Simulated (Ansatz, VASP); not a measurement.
## Nb: VASP beside Ansatz

File INCAR:

```
ALGO = Normal
EDIFF = 1E-7
EDIFFG = -0.04
ENCUT = 600
GGA = PE
IBRION = 2
ISIF = 3
ISMEAR = 0
LASPH = True
LCHARG = False
LREAL = False
LWAVE = False
NELM = 60
NSW = 90
PREC = Accurate
SIGMA = 0.1
```

File KPOINTS:

```
k-points
0
Gamma
  6 6 4
```

Contents of POSCAR:

```
Nb
1.0
    3.7323992355      0.0000000000      0.0000000000
   -1.8661996178      3.2323525551      0.0000000000
    0.0000000000      0.0000000000      6.1584587387
Nb
4
Direct
    0.3333333333      0.6666666667      0.4375000000
    0.6666666667      0.3333333333      0.9375000000
    0.6666666667      0.3333333333      0.5625000000
    0.3333333333      0.6666666667      0.0625000000
```

Input for Ansatz:

```yaml
crystal:
  lattice:
    - [3.7323992355, 0.0, 0.0]
    - [-1.8661996178, 3.2323525551, 0.0]
    - [0.0, 0.0, 6.1584587387]
  atoms:
    - { symbol: Nb, position: [0.3333333333, 0.6666666667, 0.4375] }
    - { symbol: Nb, position: [0.6666666667, 0.3333333333, 0.9375] }
    - { symbol: Nb, position: [0.6666666667, 0.3333333333, 0.5625] }
    - { symbol: Nb, position: [0.3333333333, 0.6666666667, 0.0625] }
basis:
  ecutwfc: 420
kpoints:
  mp_grid: { grid: [6, 6, 4] }
hamiltonian:
  xc: pbe
scf:
  occupations: { method: gaussian, width: 0.1 }
  lower_state_search: "off"
output:
  forces: true
  stress: true
  eigenvalues: true
relax:
  adjacent_minimum: "off"
  f_tol: 0.04
  max_steps: 70
  cell: { stress_tol: 0.4 }
```

Alike in both runs: task relaxation of cell and atoms; functional PBE; k mesh 6 × 6 × 4; occupations gaussian, width 0.1 eV; no spin polarisation.

```csv
,VASP,Ansatz
version,VASP 6.6.1,Ansatz 0.2.0
potentials or method,"VASP PAW PBE potentials, release 64 (Nb_sv), cutoff 600 eV","scalar-relativistic, plane waves, PAW"
valence electrons in the cell,52,52
```

Ansatz gave:

- gap on the k mesh at the Fermi level, each at its own relaxed structure (eV): none
- relaxed volume (Å³/atom): 19.15
- relaxed length of the cell vector where the two differ most in proportion (Å): 9.415

Task: What did VASP give for the same quantities?

Result: gap on the k mesh at the Fermi level, each at its own relaxed structure (eV): none; relaxed volume (Å³/atom): 24.10; relaxed length of the cell vector where the two differ most in proportion (Å): 5.367.

A gap of «none» marks a metal or a gap that the smearing closes. One of these differences is far larger than is usual between the two programs; its cause wasn't traced.

Noted on VASP's run: the volume moved by over 15 % at a fixed basis, so the end points are rough.
